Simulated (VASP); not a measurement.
# WC in VASP: a series of runs

Runs on WC. Level: PBE. Tasks: single point.

Program: VASP 6.6.1. These are calculated values, not measurements. Logs are shortened: lines on timing, memory, paths and dates and some standing lists are left out, and cuts for length are marked.

## Step 1: The cell of the first run

The cell holds a slab with vacuum, 16 atoms: a = 5.687 Å, b = 5.687 Å, c = 16.189 Å, α = 90.00°, β = 90.00°, γ = 120.00°.

## Step 2: Single point, PBE

File INCAR:

```
ALGO     = Normal         # electronic algorithm
EDIFF    = 1E-6           # SCF threshold, eV
ENCUT    = 520            # plane-wave cutoff, eV
GGA      = PE             # functional
ISIF     = 2              # what is computed and relaxed
ISMEAR   = -1             # smearing method
LASPH    = T              # aspherical terms in the spheres
LCHARG   = F              # write CHGCAR
LREAL    = Auto         
LWAVE    = F              # write WAVECAR
NBANDS   = 86             # bands
NELM     = 80             # most SCF steps
PREC     = Accurate       # precision mode
SIGMA    = 0.1            # smearing width, eV
```

File KPOINTS:

```
k-points
0
Gamma
  3 3 1
```

File POSCAR:

```
WC
1.0
    5.6872001868      0.0000000000      0.0000000000
   -2.8436000934      4.9252598382      0.0000000000
    0.0000000000      0.0000000000     16.1894250000
W C
8 8
Direct
    0.0000000000      0.0000000000      0.0617687000
    0.0000000000      0.0000000000      0.2408782996
    0.0000000000      0.5000000000      0.0617687000
    0.0000000000      0.5000000000      0.2408782996
    0.5000000000      0.0000000000      0.0617687000
    0.5000000000      0.0000000000      0.2408782996
    0.5000000000      0.5000000000      0.0617687000
    0.5000000000      0.5000000000      0.2408782996
    0.3333333333      0.1666666667      0.1443941962
    0.3333333333      0.1666666667      0.3118278305
    0.3333333333      0.6666666667      0.1443941962
    0.3333333333      0.6666666667      0.3118278305
    0.8333333333      0.1666666667      0.1443941962
    0.8333333333      0.1666666667      0.3118278305
    0.8333333333      0.6666666667      0.1443941962
    0.8333333333      0.6666666667      0.3118278305
```

Potentials or basis: VASP PAW PBE potentials, release 64 (W_sv, C).

Started as:

```sh
> cat potpaw_PBE.64/W_sv/POTCAR potpaw_PBE.64/C/POTCAR > POTCAR
> mpirun -np 1 vasp_std > vasp.out
```

OUTCAR:

```text
EDIFF = 1E-6
   ENCUT = 520
   GGA = PE
   ISIF = 2
   ISMEAR = -1
   LASPH = T
   LREAL = Auto
   NELM = 80
   PREC = Accurate

 ion  position               nearest neighbor table
   1  0.000  0.000  0.062-   9 2.12  15 2.12  13 2.12   5 2.84   5 2.84   3 2.84   3 2.84   7 2.84
                             7 2.84   2 2.90
   2  0.000  0.000  0.241-  10 2.00  16 2.00  14 2.00   9 2.27  15 2.27  13 2.27   6 2.84   6 2.84
                             8 2.84   4 2.84   4 2.84   8 2.84   1 2.90
   3  0.000  0.500  0.062-  11 2.12  13 2.12  15 2.12   7 2.84   7 2.84   5 2.84   1 2.84   1 2.84
                             5 2.84   4 2.90
   4  0.000  0.500  0.241-  12 2.00  14 2.00  16 2.00  11 2.27  13 2.27  15 2.27   8 2.84   8 2.84
                             2 2.84   2 2.84   6 2.84   6 2.84   3 2.90
   5  0.500  0.000  0.062-  13 2.12  11 2.12   9 2.12   1 2.84   1 2.84   3 2.84   7 2.84   7 2.84
                             3 2.84   6 2.90
   6  0.500  0.000  0.241-  14 2.00  12 2.00  10 2.00  13 2.27  11 2.27   9 2.27   2 2.84   2 2.84
                             8 2.84   8 2.84   4 2.84   4 2.84   5 2.90
   7  0.500  0.500  0.062-  15 2.12   9 2.12  11 2.12   3 2.84   3 2.84   1 2.84   5 2.84   5 2.84
                             1 2.84   8 2.90
   8  0.500  0.500  0.241-  16 2.00  10 2.00  12 2.00  15 2.27   9 2.27  11 2.27   4 2.84   4 2.84
                             6 2.84   6 2.84   2 2.84   2 2.84   7 2.90
   9  0.333  0.167  0.144-   1 2.12   7 2.12   5 2.12   2 2.27   8 2.27   6 2.27
  10  0.333  0.167  0.312-   2 2.00   8 2.00   6 2.00
  11  0.333  0.667  0.144-   3 2.12   5 2.12   7 2.12   4 2.27   6 2.27   8 2.27
  12  0.333  0.667  0.312-   4 2.00   6 2.00   8 2.00
  13  0.833  0.167  0.144-   5 2.12   3 2.12   1 2.12   6 2.27   4 2.27   2 2.27
  14  0.833  0.167  0.312-   6 2.00   4 2.00   2 2.00
  15  0.833  0.667  0.144-   7 2.12   1 2.12   3 2.12   8 2.27   2 2.27   4 2.27
  16  0.833  0.667  0.312-   8 2.00   2 2.00   4 2.00

  LATTYP: Found a hexagonal cell.
 ALAT       =     5.6872001868
 C/A-ratio  =     2.8466423668

  Lattice vectors:

 A1 = (   5.6872001868,   0.0000000000,   0.0000000000)
 A2 = (  -2.8436000934,   4.9252598382,   0.0000000000)
 A3 = (   0.0000000000,   0.0000000000,  16.1894250000)

Analysis of symmetry for initial positions (statically):
=====================================================================
 Subroutine PRICEL returns following result:

  LATTYP: Found a hexagonal cell.
 ALAT       =     2.8436000934
 C/A-ratio  =     5.6932847335

  Lattice vectors:

 A1 = (   2.8436000934,   0.0000000000,   0.0000000000)
 A2 = (  -1.4218000467,   2.4626299191,   0.0000000000)
 A3 = (   0.0000000000,   0.0000000000,  16.1894250000)

   4 primitive cells build up your supercell.

 Routine SETGRP: Setting up the symmetry group for a
 hexagonal supercell.

 Subroutine GETGRP returns: Found  6 space group operations
 (whereof  6 operations were pure point group operations)
 out of a pool of 24 trial point group operations.

The static configuration has the point symmetry C_3v.

Analysis of symmetry for dynamics (positions and initial velocities):
=====================================================================
 Subroutine PRICEL returns following result:

  LATTYP: Found a hexagonal cell.
 ALAT       =     2.8436000934
 C/A-ratio  =     5.6932847335

  Lattice vectors:

 A1 = (   2.8436000934,   0.0000000000,   0.0000000000)
 A2 = (  -1.4218000467,   2.4626299191,   0.0000000000)
 A3 = (   0.0000000000,   0.0000000000,  16.1894250000)

   4 primitive cells build up your supercell.

 Routine SETGRP: Setting up the symmetry group for a
 hexagonal supercell.

 Subroutine GETGRP returns: Found  6 space group operations
 (whereof  6 operations were pure point group operations)
 out of a pool of 24 trial point group operations.

The dynamic configuration has the point symmetry C_3v.

 Subroutine INISYM returns: Found  6 space group operations
 (whereof  6 operations are pure point group operations),
 and found     4 'primitive' translations

----------------------------------------------------------------------------------------

                                     Primitive cell

  volume of cell :     113.3702

  direct lattice vectors                    reciprocal lattice vectors
     2.843600093  0.000000000  0.000000000     0.351666890  0.203034973  0.000000000
    -1.421800047  2.462629919  0.000000000     0.000000000  0.406069947  0.000000000
     0.000000000  0.000000000 16.189425000     0.000000000  0.000000000  0.061768716

  length of vectors
     2.843600093  2.843600093 16.189425000     0.406069947  0.406069947  0.061768716

  position of ions in fractional coordinates (direct lattice)
     0.000000000  0.000000000  0.061768700
     0.000000000  0.000000000  0.240878300
     0.666666667  0.333333333  0.144394196
     0.666666667  0.333333333  0.311827831

  ion indices of the primitive-cell ions
   primitive index   ion index
                 1           1
                 2           2
                 3          13
                 4          14

----------------------------------------------------------------------------------------

 KPOINTS: k-points

Automatic generation of k-mesh.
 Grid dimensions read from file:
 generate k-points for:    3    3    1

 Generating k-lattice:

  Cartesian coordinates                     Fractional coordinates (reciprocal lattice)
     0.058611148  0.033839162  0.000000000     0.333333333  0.000000000  0.000000000
     0.000000000  0.067678324  0.000000000     0.000000000  0.333333333  0.000000000
     0.000000000  0.000000000  0.061768716     0.000000000  0.000000000  1.000000000

  Length of vectors
     0.067678324  0.067678324  0.061768716

  Shift w.r.t. Gamma in fractional coordinates (k-lattice)
     0.000000000  0.000000000  0.000000000

 Subroutine IBZKPT returns following result:
 ===========================================

 Found      3 irreducible k-points:

 Following reciprocal coordinates:
            Coordinates               Weight
  0.000000  0.000000  0.000000      1.000000
  0.333333  0.000000  0.000000      6.000000
  0.333333  0.333333  0.000000      2.000000
   k-points           NKPTS =      3   k-points in BZ     NKDIM =      3   number of bands    NBANDS=     86
   number of dos      NEDOS =    301   number of ions     NIONS =     16
   total plane-waves  NPLWV = 211680
   dimension x,y,z NGX =    42 NGY =   42 NGZ =  120
   dimension x,y,z NGXF=    84 NGYF=   84 NGZF=  240
   ions per type =               8   8
   NGX,Y,Z   is equivalent  to a cutoff of  12.28, 12.28, 12.32 a.u.
   NGXF,Y,Z  is equivalent  to a cutoff of  24.55, 24.55, 24.65 a.u.
 SYSTEM =  unknown system
   PREC   = accura    normal or accurate (medium, high low for compatibility)
   ISTART =      0    job   : 0-new  1-cont  2-samecut
   ICHARG =      2    charge: 1-file 2-atom 10-const
   ISPIN  =      1    spin polarized calculation?
   LNONCOLLINEAR =      F non collinear calculations
   LSORBIT =      F    spin-orbit coupling
   LASPH  =      T    aspherical Exc in radial PAW
   ENCUT  =  520.0 eV  38.22 Ry    6.18 a.u.  10.57 10.57 30.10*2*pi/ulx,y,z
   NELM   =     80;   NELMIN=  2; NELMDL= -5     # of ELM steps
   EDIFF  = 0.1E-05   stopping-criterion for ELM
   LREAL  =      T    real-space projection
   EDIFFG = 0.1E-04   stopping-criterion for IOM
   NSW    =      0    number of steps for IOM
   IBRION =     -1    ionic relax: 0-MD 1-quasi-New 2-CG
   NFREE  =      0    steps in history (QN), initial steepest desc. (CG)
   ISIF   =      2    stress and relaxation
   ISYM   =      2    0-nonsym 1-usesym 2-fastsym
   POTIM  = 0.5000    time-step for ionic-motion
   TEBEG  =    0.0;   TEEND  =   0.0 temperature during run
   PSTRESS=    0.0 pullay stress
   NELECT =     144.0000    total number of electrons
   NUPDOWN=      -1.0000    fix difference up-down
   EMIN   =  10.00;   EMAX   =-10.00  energy-range for DOS
   EFERMI =   0.00;   METHOD = LEGACY
   ISMEAR =    -1;   SIGMA  =   0.10  broadening in eV -4-tet -1-fermi 0-gaus
   EFERMI_NEDOS =   21; number of points for ismear=-14 and -15
   IALGO  =     38    algorithm
   IMIX   =      4    mixing-type and parameters
     AMIX     =   0.40;   BMIX     =  1.00
     AMIX_MAG =   1.60;   BMIX_MAG =  1.00
  volume/ion in A,a.u.               =      28.34       191.27
  Fermi-wavevector in a.u.,A,eV,Ry     =   1.116887  2.110611 16.972410  1.247437
  Thomas-Fermi vector in A             =   2.253505
   LORBIT       =      0    0 simple, 1 ext, 2 COOP (PROOUT), +10 PAW based schemes
   GGA     = PE    functional components
   LHFCALC =     F    Hartree Fock is set to
   AEXX    =    0.0000 exact exchange contribution
   IVDW    =     0    specifies the selected vdW correction
   LEPSILON=     F    determine dielectric tensor
   LRPA    =     F    only Hartree local field effects (RPA)
 non-spin polarized calculation
  energy-cutoff  :      520.00
  volume of cell :      453.48
 maximum number of plane-waves:     12276
 NGX is ok and might be reduce to    42
   NGX = 21   NGY = 21   NGZ = 61

 number of electron     144.0000012 magnetization

 Free energy of the ion-electron system (eV)
  ---------------------------------------------------
  ext. energy  EPLUGINS =         0.00000000
  ---------------------------------------------------
  free energy    TOTEN  =      -161.81646249 eV

  energy without entropy =     -161.67682906  energy(sigma->0) =     -161.74664578

 E-fermi :   0.7543     XC(G=0):  -6.1879

 val. band max:        0.1853783064   @ k =   0.3333   0.3333   0.0000
 cond. band min:       0.9276643472   @ k =   0.3333   0.0000   0.0000
 fundamental gap:      0.7422860408
 Fermi energy:         0.7543035880

 k-point     1 :       0.0000    0.0000    0.0000
  band No.  band energies     occupation
      1     -73.3272      2.00000
      2     -73.2465      2.00000
      3     -73.2465      2.00000
      4     -73.2465      2.00000
      5     -73.2113      2.00000
      6     -73.1367      2.00000
[... 76 lines left out ...]
     83       3.3119      0.00000
     84       4.1999      0.00000

 k-point     2 :       0.3333    0.0000    0.0000
  band No.  band energies     occupation
      1     -73.3072      2.00000
      2     -73.2667      2.00000
      3     -73.2464      2.00000
      4     -73.2464      2.00000
      5     -73.1928      2.00000
      6     -73.1554      2.00000
[... 76 lines left out ...]
     83       2.9345      0.00000
     84       3.6564      0.00000

 k-point     3 :       0.3333    0.3333    0.0000
  band No.  band energies     occupation
      1     -73.2769      2.00000
      2     -73.2769      2.00000
      3     -73.2769      2.00000
      4     -73.2363      2.00000
      5     -73.1648      2.00000
      6     -73.1648      2.00000
[... 76 lines left out ...]
     83       3.2349      0.00000
     84       3.3854      0.00000
 [bands above 84 left out]

------------------------ aborting loop because EDIFF is reached ----------------------------------------

  FORCE on cell =-STRESS in cart. coord.  units (eV):
  Direction    XX          YY          ZZ          XY          YZ          ZX
  --------------------------------------------------------------------------------------
  -------------------------------------------------------------------------------------
  Total       26.3392247     26.3392247      0.0297876      0.0000000      0.0000000      0.0000000
  in kB       93.0581645     93.0581645      0.1052413      0.0000000      0.0000000      0.0000000
  external PRESSURE =      62.0738568 kB  Pullay stress =       0.0000000 kB

 VOLUME and BASIS-vectors are now :
 -----------------------------------------------------------------------------
  energy-cutoff  :      520.00
  volume of cell :      453.48
      direct lattice vectors                 reciprocal lattice vectors
     5.687200187  0.000000000  0.000000000     0.175833445  0.101517487  0.000000000
    -2.843600093  4.925259838  0.000000000     0.000000000  0.203034973  0.000000000
     0.000000000  0.000000000 16.189425000     0.000000000  0.000000000  0.061768716

 POSITION                                       TOTAL-FORCE (eV/Angst)
 -----------------------------------------------------------------------------------
      0.00000      0.00000      1.00000         0.000000      0.000000     -0.028208
      0.00000      0.00000      3.89968        -0.000000     -0.000000     -0.028903
     -1.42180      2.46263      1.00000         0.000000     -0.000000     -0.028208
     -1.42180      2.46263      3.89968        -0.000000      0.000000     -0.028903
      2.84360      0.00000      1.00000         0.000000     -0.000000     -0.028208
      2.84360      0.00000      3.89968        -0.000000     -0.000000     -0.028903
[... 8 lines left out ...]
      2.84360      3.28351      2.33766         0.000000     -0.000000      0.032306
      2.84360      3.28351      5.04831         0.000000      0.000000      0.024804
 -----------------------------------------------------------------------------------
    total drift:                               -0.000000     -0.000002      0.016063

  FREE ENERGIE OF THE ION-ELECTRON SYSTEM (eV)
  ---------------------------------------------------
  free  energy   TOTEN  =      -161.8164624925 eV

  energy  without entropy=     -161.6768290587  energy(sigma->0) =     -161.74664578
```

Run time: 3.3 min. Hardware: 1 thread of Intel Xeon 6975P-C (Granite Rapids), shared host; peak memory 0.48 GiB.

Results:

```
Free energy            : -161.8165 eV
Largest force          : 0.032 eV/Å
Band gap on the k mesh : zero (bands 72 and 73 overlap by 1.00 eV)
```

Forces on the atoms (eV/Å):
```
W    0.000  0.000 -0.028
W    0.000  0.000 -0.029
W    0.000  0.000 -0.028
W    0.000  0.000 -0.029
W    0.000  0.000 -0.028
W    0.000  0.000 -0.029
W    0.000  0.000 -0.028
W    0.000  0.000 -0.029
C    0.000  0.000  0.032
C    0.000  0.000  0.025
C    0.000  0.000  0.032
C    0.000  0.000  0.025
C    0.000  0.000  0.032
C    0.000  0.000  0.025
C    0.000  0.000  0.032
C    0.000  0.000  0.025
```

Caveat: the k points lie up to 0.43 Å⁻¹ apart, too coarse for converged energies and pressures of a metal; spin-orbit coupling is left out, which moves the levels of the heavy elements.

[end of part 1 of 2]
